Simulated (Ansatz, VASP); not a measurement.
## HfN in VASP and in Ansatz

```
Hf N
1.0
     0.00000    2.27594    2.27594
     2.25900    0.01694    2.25900
     2.25900    2.25900    0.01694
Hf N
1 1
Direct
  0.00000 0.00000 0.00000
  0.50000 0.50000 0.50000
```

Change from the starting cell: strain +0.0150 x Voigt [0, 0, 0, 1, 0, 0], atoms carried along.

Alike in both runs: task single point; functional LDA; k mesh 18 × 18 × 18; occupations gaussian, width 0.15 eV; no spin polarisation.

|  | VASP | Ansatz |
| --- | --- | --- |
| version | VASP 6.6.1 | Ansatz 0.2.0 |
| potentials or method | VASP PAW LDA potentials, release 64 (Hf_pv, N), cutoff 520 eV | scalar-relativistic, plane waves, PAW |
| valence electrons in the cell | 15 | 31 |

```tsv
	VASP	Ansatz	Ansatz less VASP
gap on the k mesh at the Fermi level (eV)	none	none	-
pressure (GPa)	-10.6	-9.3	+1.25
traceless stress, the component that is largest in VASP (GPa)	-1.86	-1.83	+0.028
```

LDA's correlation is that of Perdew and Zunger in VASP and of Perdew and Wang (1992) in Ansatz. A gap of «none» marks a metal or a gap that the smearing closes. VASP's potentials hold 15 valence electrons a cell and Ansatz's 31, so a difference there can come from the potentials and not from the codes.

Neither program's run includes spin-orbit coupling.
